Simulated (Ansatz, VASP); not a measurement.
# One calculation of Sb3Pb, two programs

```
Sb Pb
1.0
     4.87684    0.00000    0.00000
     0.00000    4.87684    0.00000
     0.00000    0.00000    4.87684
Sb Pb
3 1
Direct
  0.00000 0.50000 0.50000
  0.50000 0.00000 0.50000
  0.50000 0.50000 0.00000
  0.00000 0.00000 0.00000
```

Alike in both runs: functional PBE; k mesh 10 × 10 × 10; occupations gaussian, width 0.1 eV; no spin polarisation.

Ansatz relaxed the structure, and its values are those at the end. VASP's run is a single point on that final structure, the one shown.

|  | VASP | Ansatz |
| --- | --- | --- |
| version | VASP 6.6.1 | Ansatz 0.2.0 |
| potentials or method | VASP PAW PBE potentials, release 64 (Sb, Pb_d), cutoff 520 eV | scalar-relativistic, plane waves, PAW |
| valence electrons in the cell | 29 | 59 |

```csv
,VASP,Ansatz,Ansatz less VASP
gap on the k mesh at the Fermi level (eV),none,none,-
pressure (GPa),-0.1,0.0,+0.12
```

A gap of «none» marks a metal or a gap that the smearing closes. The functional is the same, so the differences come from potentials, cutoffs and numerics. VASP's potentials hold 29 valence electrons a cell and Ansatz's 59, so a difference there can come from the potentials and not from the codes.

Neither program's run includes spin-orbit coupling.
